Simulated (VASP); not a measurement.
# Si (a cell with a defect) in VASP: single point with PBEsol

Aim: the single point of Si (a cell with a defect) with PBEsol.

Everything below comes from runs of VASP 6.6.1. Logs are shortened: lines on timing, memory, paths and dates and some standing lists are left out, and cuts for length are marked.

### Step 1. The cell of the first run

The cell holds a defect, 17 atoms: a = 7.679 Å, b = 7.679 Å, c = 7.679 Å, α = 60.00°, β = 60.00°, γ = 60.00°.

### Step 2. Single point, PBEsol

Input file INCAR:

```
PREC     = Accurate       # precision mode
ENCUT    = 520            # plane-wave cutoff, eV
EDIFF    = 1E-7           # SCF threshold, eV
ISMEAR   = -1             # smearing method
SIGMA    = 0.05           # smearing width, eV
LREAL    = Auto         
LASPH    = True           # aspherical terms in the spheres
NELM     = 100            # most SCF steps
ALGO     = Normal         # electronic algorithm
ISIF     = 2              # what is computed and relaxed
LWAVE    = False          # write WAVECAR
LCHARG   = False          # write CHGCAR
GGA      = PS             # functional
NBANDS   = 48             # bands
```

Input file KPOINTS:

```
Automatic mesh
0
Gamma
  2 2 2
```

Input file POSCAR:

```
Si
1.0
    0.0000000000      5.4300000000      5.4300000000
    5.4300000000      0.0000000000      5.4300000000
    5.4300000000      5.4300000000      0.0000000000
Si
17
Direct
    0.0015808471     -0.0014447514      0.0000073665
    0.1226617864      0.1280798343      0.1217684162
   -0.0057987109      0.0020535912      0.5019163904
    0.1226442910      0.1280918048      0.6276065378
    0.0008847145      0.5006526703      0.0001948435
    0.1251956722      0.6251726519      0.1248544199
    0.0009383057      0.5006705341      0.4983287293
    0.1223265193      0.6220504604      0.6278633517
    0.5029287293      0.0027125230     -0.0070278085
    0.6289806630      0.1288891344      0.1211071823
    0.5029468692      0.0026827808      0.5014783610
    0.6257491713      0.1252318600      0.6245436464
    0.4985402394      0.5014205341      0.0001131676
    0.6282369245      0.6224072744      0.1218024862
    0.5023723757      0.4936801105      0.5020383057
    0.6282892265      0.6223470534      0.6277107735
    0.3759260589     -0.1245910681      0.3744262431
```

Potentials or basis: VASP PAW PBE potentials, release 64 (Si).

Started as:

```sh
cat potpaw_PBE.64/Si/POTCAR > POTCAR
mpirun -np 1 vasp_std > vasp.out
```

OUTCAR:

```text
PREC = Accurate
   ENCUT = 520
   EDIFF = 1E-7
   ISMEAR = -1
   LREAL = Auto
   LASPH = True
   NELM = 100
   ISIF = 2
   GGA = PS

 ion  position               nearest neighbor table
   1  0.002  0.999  0.000-   2 2.34   4 2.34  10 2.34   6 2.34
   2  0.123  0.128  0.122-   1 2.34   5 2.34   3 2.38   9 2.38  17 2.75
   3  0.994  0.002  0.502-  12 2.31   8 2.38   2 2.38   4 2.38  17 2.39
   4  0.123  0.128  0.628-   1 2.34   7 2.34   3 2.38  11 2.38  17 2.75
   5  0.001  0.501  0.000-   8 2.33   2 2.34  14 2.34   6 2.34
   6  0.125  0.625  0.125-  13 2.34   1 2.34   7 2.34   5 2.34
   7  0.001  0.501  0.498-   8 2.33   4 2.34  16 2.34   6 2.34
   8  0.122  0.622  0.628-   7 2.33   5 2.33   3 2.38  15 2.38  17 2.75
   9  0.503  0.003  0.993-  12 2.31   2 2.38  14 2.38  10 2.38  17 2.39
  10  0.629  0.129  0.121-  13 2.34   1 2.34   9 2.38  11 2.38  17 2.75
  11  0.503  0.003  0.501-  12 2.31   4 2.38  16 2.38  10 2.38  17 2.39
  12  0.626  0.125  0.625-  11 2.31   9 2.31  15 2.31   3 2.31
  13  0.499  0.501  0.000-  14 2.34  16 2.34  10 2.34   6 2.34
  14  0.628  0.622  0.122-  13 2.34   5 2.34  15 2.38   9 2.38  17 2.75
  15  0.502  0.494  0.502-  12 2.31   8 2.38  14 2.38  16 2.38  17 2.39
  16  0.628  0.622  0.628-  13 2.34   7 2.34  15 2.38  11 2.38  17 2.75
  17  0.376  0.875  0.374-  11 2.39   9 2.39   3 2.39  15 2.39  14 2.75  16 2.75   4 2.75   2 2.75
                            10 2.75   8 2.75

  LATTYP: Found a face centered cubic cell.
 ALAT       =    10.8600000000

  Lattice vectors:

 A1 = (   0.0000000000,   5.4300000000,   5.4300000000)
 A2 = (   5.4300000000,   0.0000000000,   5.4300000000)
 A3 = (   5.4300000000,   5.4300000000,   0.0000000000)

Analysis of symmetry for initial positions (statically):
=====================================================================
 Subroutine PRICEL returns:
 Original cell was already a primitive cell.

 Routine SETGRP: Setting up the symmetry group for a
 face centered cubic supercell.

 Subroutine GETGRP returns: Found  1 space group operations
 (whereof  1 operations were pure point group operations)
 out of a pool of 48 trial point group operations.

The static configuration has the point symmetry C_1 .

Analysis of symmetry for dynamics (positions and initial velocities):
=====================================================================
 Subroutine PRICEL returns:
 Original cell was already a primitive cell.

 Routine SETGRP: Setting up the symmetry group for a
 face centered cubic supercell.

 Subroutine GETGRP returns: Found  1 space group operations
 (whereof  1 operations were pure point group operations)
 out of a pool of 48 trial point group operations.

The dynamic configuration has the point symmetry C_1 .

 Subroutine INISYM returns: Found  1 space group operations
 (whereof  1 operations are pure point group operations),
 and found     1 'primitive' translations

----------------------------------------------------------------------------------------

                                     Primitive cell

  volume of cell :     320.2060

  direct lattice vectors                    reciprocal lattice vectors
     0.000000000  5.430000000  5.430000000    -0.092081031  0.092081031  0.092081031
     5.430000000  0.000000000  5.430000000     0.092081031 -0.092081031  0.092081031
     5.430000000  5.430000000  0.000000000     0.092081031  0.092081031 -0.092081031

  length of vectors
     7.679179644  7.679179644  7.679179644     0.159489025  0.159489025  0.159489025

  position of ions in fractional coordinates (direct lattice)
     0.001580847  0.998555249  0.000007367
     0.122661786  0.128079834  0.121768416
     0.994201289  0.002053591  0.501916390
     0.122644291  0.128091805  0.627606538
     0.000884715  0.500652670  0.000194843
     0.125195672  0.625172652  0.124854420
[... 9 lines left out ...]
     0.628289227  0.622347053  0.627710773
     0.375926059  0.875408932  0.374426243

  ion indices of the primitive-cell ions
   primitive index   ion index
                 1           1
                 2           2
                 3           3
                 4           4
                 5           5
                 6           6
[... 9 lines left out ...]
                16          16
                17          17

----------------------------------------------------------------------------------------

 KPOINTS: Automatic mesh

Automatic generation of k-mesh.
 Grid dimensions read from file:
 generate k-points for:    2    2    2

 Generating k-lattice:

  Cartesian coordinates                     Fractional coordinates (reciprocal lattice)
    -0.046040516  0.046040516  0.046040516     0.500000000  0.000000000  0.000000000
     0.046040516 -0.046040516  0.046040516     0.000000000  0.500000000  0.000000000
     0.046040516  0.046040516 -0.046040516     0.000000000  0.000000000  0.500000000

  Length of vectors
     0.079744512  0.079744512  0.079744512

  Shift w.r.t. Gamma in fractional coordinates (k-lattice)
     0.000000000  0.000000000  0.000000000

 Subroutine IBZKPT returns following result:
 ===========================================

 Found      8 irreducible k-points:

 Following reciprocal coordinates:
            Coordinates               Weight
  0.000000  0.000000  0.000000      1.000000
  0.500000  0.000000  0.000000      1.000000
  0.000000  0.500000  0.000000      1.000000
  0.000000  0.000000  0.500000      1.000000
  0.500000  0.500000  0.500000      1.000000
  0.500000  0.500000  0.000000      1.000000
  0.000000  0.500000  0.500000      1.000000
  0.500000  0.000000  0.500000      1.000000
   k-points           NKPTS =      8   k-points in BZ     NKDIM =      8   number of bands    NBANDS=     48
   number of dos      NEDOS =    301   number of ions     NIONS =     17
   total plane-waves  NPLWV = 216000
   dimension x,y,z NGX =    60 NGY =   60 NGZ =   60
   dimension x,y,z NGXF=   120 NGYF=  120 NGZF=  120
   ions per type =              17
   NGX,Y,Z   is equivalent  to a cutoff of  12.99, 12.99, 12.99 a.u.
   NGXF,Y,Z  is equivalent  to a cutoff of  25.98, 25.98, 25.98 a.u.
 SYSTEM =  unknown system
   PREC   = accura    normal or accurate (medium, high low for compatibility)
   ISTART =      0    job   : 0-new  1-cont  2-samecut
   ICHARG =      2    charge: 1-file 2-atom 10-const
   ISPIN  =      1    spin polarized calculation?
   LNONCOLLINEAR =      F non collinear calculations
   LSORBIT =      F    spin-orbit coupling
   LASPH  =      T    aspherical Exc in radial PAW
   ENCUT  =  520.0 eV  38.22 Ry    6.18 a.u.  14.28 14.28 14.28*2*pi/ulx,y,z
   NELM   =    100;   NELMIN=  2; NELMDL= -5     # of ELM steps
   EDIFF  = 0.1E-06   stopping-criterion for ELM
   LREAL  =      T    real-space projection
   EDIFFG = 0.1E-05   stopping-criterion for IOM
   NSW    =      0    number of steps for IOM
   IBRION =     -1    ionic relax: 0-MD 1-quasi-New 2-CG
   NFREE  =      0    steps in history (QN), initial steepest desc. (CG)
   ISIF   =      2    stress and relaxation
   ISYM   =      2    0-nonsym 1-usesym 2-fastsym
   POTIM  = 0.5000    time-step for ionic-motion
   TEBEG  =    0.0;   TEEND  =   0.0 temperature during run
   PSTRESS=    0.0 pullay stress
   NELECT =      68.0000    total number of electrons
   NUPDOWN=      -1.0000    fix difference up-down
   EMIN   =  10.00;   EMAX   =-10.00  energy-range for DOS
   EFERMI =   0.00;   METHOD = LEGACY
   ISMEAR =    -1;   SIGMA  =   0.05  broadening in eV -4-tet -1-fermi 0-gaus
   EFERMI_NEDOS =   21; number of points for ismear=-14 and -15
   IALGO  =     38    algorithm
   IMIX   =      4    mixing-type and parameters
     AMIX     =   0.40;   BMIX     =  1.00
     AMIX_MAG =   1.60;   BMIX_MAG =  1.00
  volume/ion in A,a.u.               =      18.84       127.11
  Fermi-wavevector in a.u.,A,eV,Ry     =   0.976715  1.845724 12.979587  0.953973
  Thomas-Fermi vector in A             =   2.107356
   LORBIT       =      0    0 simple, 1 ext, 2 COOP (PROOUT), +10 PAW based schemes
   GGA     = PS    functional components
   LHFCALC =     F    Hartree Fock is set to
   AEXX    =    0.0000 exact exchange contribution
   IVDW    =     0    specifies the selected vdW correction
   LEPSILON=     F    determine dielectric tensor
   LRPA    =     F    only Hartree local field effects (RPA)
 non-spin polarized calculation
  energy-cutoff  :      520.00
  volume of cell :      320.21
 maximum number of plane-waves:      8646
 NGX is ok and might be reduce to    60
   NGX = 29   NGY = 29   NGZ = 29

 number of electron      68.0000001 magnetization

 Free energy of the ion-electron system (eV)
  ---------------------------------------------------
  ext. energy  EPLUGINS =         0.00000000
  ---------------------------------------------------
  free energy    TOTEN  =       -93.94756684 eV

  energy without entropy =      -93.91078872  energy(sigma->0) =      -93.92917778

 E-fermi :   6.7560     XC(G=0):  -9.8068

 val. band max:        6.5643841598   @ k =   0.0000   0.0000   0.0000
 cond. band min:       6.8098563682   @ k =   0.5000   0.5000   0.0000
 fundamental gap:      0.2454722084
 Fermi energy:         6.7560489414

 k-point     1 :       0.0000    0.0000    0.0000
  band No.  band energies     occupation
      1      -6.3889      2.00000
      2      -3.8302      2.00000
      3      -3.6835      2.00000
      4      -3.6825      2.00000
      5      -3.6814      2.00000
      6      -2.8793      2.00000
[... 38 lines left out ...]
     45       8.0208      0.00000
     46       8.9726      0.00000

 k-point     2 :       0.5000    0.0000    0.0000
  band No.  band energies     occupation
      1      -5.9876      2.00000
      2      -5.0181      2.00000
      3      -3.6342      2.00000
      4      -3.4886      2.00000
      5      -3.4863      2.00000
      6      -3.0088      2.00000
[... 38 lines left out ...]
     45       9.7291      0.00000
     46       9.8451      0.00000

 k-point     3 :       0.0000    0.5000    0.0000
  band No.  band energies     occupation
      1      -5.9875      2.00000
      2      -5.0184      2.00000
      3      -3.6342      2.00000
      4      -3.4887      2.00000
      5      -3.4863      2.00000
      6      -3.0086      2.00000
[... 38 lines left out ...]
     45       9.7294      0.00000
     46       9.8440      0.00000

 k-point     4 :       0.0000    0.0000    0.5000
  band No.  band energies     occupation
      1      -5.9872      2.00000
      2      -5.0189      2.00000
      3      -3.6341      2.00000
      4      -3.4882      2.00000
      5      -3.4867      2.00000
      6      -3.0077      2.00000
[... 38 lines left out ...]
     45       9.7292      0.00000
     46       9.8426      0.00000

 k-point     5 :       0.5000    0.5000    0.5000
  band No.  band energies     occupation
      1      -5.9871      2.00000
      2      -5.0191      2.00000
      3      -3.6342      2.00000
      4      -3.4882      2.00000
      5      -3.4865      2.00000
      6      -3.0075      2.00000
[... 38 lines left out ...]
     45       9.7291      0.00000
     46       9.8425      0.00000

 k-point     6 :       0.5000    0.5000    0.0000
  band No.  band energies     occupation
      1      -5.8538      2.00000
      2      -4.7907      2.00000
      3      -4.0436      2.00000
      4      -3.9388      2.00000
      5      -3.9381      2.00000
      6      -3.6882      2.00000
[... 38 lines left out ...]
     45      10.0367      0.00000
     46      10.0379      0.00000

 k-point     7 :       0.0000    0.5000    0.5000
  band No.  band energies     occupation
      1      -5.8538      2.00000
      2      -4.7909      2.00000
      3      -4.0440      2.00000
      4      -3.9380      2.00000
      5      -3.9373      2.00000
      6      -3.6886      2.00000
[... 38 lines left out ...]
     45      10.0351      0.00000
     46      10.0366      0.00000

 k-point     8 :       0.5000    0.0000    0.5000
  band No.  band energies     occupation
      1      -5.8538      2.00000
      2      -4.7909      2.00000
      3      -4.0440      2.00000
      4      -3.9380      2.00000
      5      -3.9373      2.00000
      6      -3.6886      2.00000
[... 38 lines left out ...]
     45      10.0351      0.00000
     46      10.0367      0.00000
 [bands above 46 left out]

------------------------ aborting loop because EDIFF is reached ----------------------------------------

  FORCE on cell =-STRESS in cart. coord.  units (eV):
  Direction    XX          YY          ZZ          XY          YZ          ZX
  --------------------------------------------------------------------------------------
  -------------------------------------------------------------------------------------
  Total        6.9319988      6.9309407      6.9145915      0.0477300     -0.0001684      0.0098245
  in kB       34.6848305     34.6795364     34.5977316      0.2388212     -0.0008425      0.0491576
  external PRESSURE =      34.6540328 kB  Pullay stress =       0.0000000 kB

 VOLUME and BASIS-vectors are now :
 -----------------------------------------------------------------------------
  energy-cutoff  :      520.00
  volume of cell :      320.21
      direct lattice vectors                 reciprocal lattice vectors
     0.000000000  5.430000000  5.430000000    -0.092081031  0.092081031  0.092081031
     5.430000000  0.000000000  5.430000000     0.092081031 -0.092081031  0.092081031
     5.430000000  5.430000000  0.000000000     0.092081031  0.092081031 -0.092081031

 POSITION                                       TOTAL-FORCE (eV/Angst)
 -----------------------------------------------------------------------------------
      5.42219      0.00862      5.43074         0.001063     -0.003622     -0.018414
      1.35668      1.32726      1.36153         0.001727      0.005059      0.011241
      2.73656      8.12392      5.40966         0.010345     -0.009426     -0.006041
      4.10344      4.07386      1.36150        -0.005033     -0.000712      0.010568
      2.71960      0.00586      2.72335         0.016170      0.011461     -0.001920
      4.07265      1.35777      4.07450         0.000019     -0.000267     -0.002024
[... 9 lines left out ...]
      6.78781      6.82008      6.79095        -0.004469     -0.004647      0.011394
      6.78661      4.07441      6.79475        -0.002167     -0.001369     -0.008621
 -----------------------------------------------------------------------------------
    total drift:                                0.001614     -0.005615     -0.015135

  FREE ENERGIE OF THE ION-ELECTRON SYSTEM (eV)
  ---------------------------------------------------
  free  energy   TOTEN  =       -93.9475668401 eV

  energy  without entropy=      -93.9107887202  energy(sigma->0) =      -93.92917778
```

It took 4.3 min on 1 thread of AMD EPYC 7R13 (Zen 3), shared host; peak memory 0.44 GiB.

What came out:

| Quantity | Value |
| --- | --- |
| Free energy | -93.9476 eV |
| Pressure | 3.5 GPa |
| Largest force | 0.020 eV/Å |
| Band gap on the k mesh | zero (band 34 reaches 6.81 eV, above the bottom of band 35 at 6.56 eV) |

Forces in eV/Å, atoms in the order of the input:
```
Si   0.001 -0.004 -0.018
Si   0.002  0.005  0.011
Si   0.010 -0.009 -0.006
Si  -0.005 -0.001  0.011
Si   0.016  0.011 -0.002
Si   0.000  0.000 -0.002
Si  -0.012 -0.016 -0.004
Si   0.000  0.002  0.013
Si  -0.006 -0.005  0.010
Si  -0.002  0.003 -0.018
Si   0.007  0.007  0.010
Si   0.002 -0.001 -0.003
Si  -0.003  0.001 -0.013
Si   0.004  0.006  0.012
Si  -0.007  0.008 -0.002
Si  -0.004 -0.005  0.011
Si  -0.002 -0.001 -0.009
```

Levels at points of the mesh, in eV from the Fermi level:
```tsv
k point	band 31	band 32	band 33	band 34	band 35	band 36	band 37	band 38
(0.00, 0.00, 0.00)	-0.73	-0.73	-0.72	-0.20	-0.20	-0.19	0.08	0.08
(0.50, 0.00, 0.00)	-1.47	-1.32	-1.32	-0.29	0.56	0.56	0.91	0.91
(0.00, 0.50, 0.00)	-1.47	-1.32	-1.32	-0.29	0.56	0.56	0.91	0.91
(0.00, 0.00, 0.50)	-1.47	-1.32	-1.32	-0.29	0.56	0.56	0.91	0.92
(0.50, 0.50, 0.50)	-1.47	-1.32	-1.32	-0.29	0.56	0.56	0.91	0.92
(0.50, 0.50, 0.00)	-1.92	-1.78	-0.92	0.05	0.76	1.08	1.09	1.18
(0.00, 0.50, 0.50)	-1.92	-1.78	-0.93	0.06	0.76	1.08	1.09	1.18
(0.50, 0.00, 0.50)	-1.92	-1.78	-0.93	0.06	0.76	1.08	1.09	1.18
```

Caveat: the k points lie up to 0.50 Å⁻¹ apart; the PAW data sets were made with another functional, which shifts forces and pressure a little.
